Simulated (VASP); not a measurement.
Runs of VASP 6.6.1 on Ca. The structure is that of space group Pm-3m (No. 221), or close to it. The cells are those of the table. 

```csv
cell,gap on the mesh (eV),pressure (GPa)
"a = 2.796 Å, 1 atom",none,23.6
"a = 2.595 Å, 1 atom",none,46.4
"a = 3.270 Å, 1 atom",none,(a)
"a = 2.971 Å, 1 atom",none,(b)
"a = 3.522 Å, 1 atom",none,0.0
```

Alike in all rows: task single point; level PBE; potentials or basis VASP PAW PBE potentials, release 64 (Ca_sv); no spin polarisation; k mesh 12 × 12 × 12; cutoff (eV) 520; smearing fermi-dirac 0.1 eV.

Fill in the values left out.

(a) 3.5; (b) 12.7.

A gap of «none» marks levels without a gap at the run's occupations.
